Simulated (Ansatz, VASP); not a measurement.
# SnO in VASP and in Ansatz

INCAR

```
SYSTEM = SnO
PREC = Accurate
ENCUT = 520
EDIFF = 1E-6
ISMEAR = 0
SIGMA = 0.05
LREAL = .FALSE.
LASPH = .TRUE.
NELM = 80
ALGO = Normal
ISIF = 2
LWAVE = .FALSE.
LCHARG = .FALSE.
LDIPOL = .TRUE.
IDIPOL = 3
DIPOL = 0.5 0.5 0.408
GGA = PE
IVDW = 12
NBANDS = 50
```

Contents of KPOINTS:

```
Automatic mesh
0
G
  7 7 1
  0 0 0
```

File POSCAR:

```
SnO
1.0
    3.8201630995      0.0000000000      0.0000000000
    0.0000000000      3.8201630995      0.0000000000
    0.0000000000      0.0000000000     22.2260821294
Sn O
4 4
Direct
    0.7500000000      0.2500000000      0.2024648327
    0.2500000000      0.7500000000      0.3087832136
    0.2500000000      1.1250000000      0.5067488278
   -0.2500000000      1.6250000000      0.6130672086
    0.2500000000      0.2500000000      0.2556240231
    0.7500000000      0.7500000000      0.2556240231
   -0.2500000000      1.1250000000      0.5599080182
    0.2500000000      1.6250000000      0.5599080182
```

Input for Ansatz:

```yaml
crystal:
  lattice:
    - [3.8201630995, 0.0, 0.0]
    - [0.0, 3.8201630995, 0.0]
    - [0.0, 0.0, 22.2260821294]
  atoms:
    - { symbol: Sn, position: [0.75, 0.25, 0.2024648327] }
    - { symbol: O, position: [0.25, 0.25, 0.2556240231] }
    - { symbol: O, position: [0.75, 0.75, 0.2556240231] }
    - { symbol: Sn, position: [0.25, 0.75, 0.3087832136] }
    - { symbol: Sn, position: [0.25, 1.125, 0.5067488278] }
    - { symbol: O, position: [-0.25, 1.125, 0.5599080182] }
    - { symbol: O, position: [0.25, 1.625, 0.5599080182] }
    - { symbol: Sn, position: [-0.25, 1.625, 0.6130672086] }
basis:
  ecutwfc: 420
kpoints:
  mp_grid: { grid: [7, 7, 1] }
hamiltonian:
  xc: pbe
  pseudopotentials: { kind: paw, azcp: { folder: soft_1 } }
  dispersion: d3bj
scf:
  occupations: { method: gaussian, width: 0.05 }
output:
  forces: true
  eigenvalues: true
efield:
  axis: 3
  dipole_correction: true
  ramp_width: 0.04
```

Alike in both runs: task single point; functional PBE; dispersion D3(BJ); k mesh 7 × 7 × 1; occupations gaussian, width 0.05 eV; no spin polarisation.

|  | VASP | Ansatz |
| --- | --- | --- |
| version | VASP 6.6.1 | Ansatz 0.2.0 |
| potentials or method | VASP PAW PBE potentials, release 64 (Sn_d, O), cutoff 520 eV | scalar-relativistic, plane waves, PAW |
| valence electrons in the cell | 80 | 80 |

```tsv
	VASP	Ansatz	Ansatz less VASP
gap on the k mesh at the Fermi level (eV)	2.58	2.61	+0.025
least direct gap on the mesh (eV)	2.61	2.65	+0.042
rms of the force components (eV/Å)	0.047	0.013	-0.0336
```
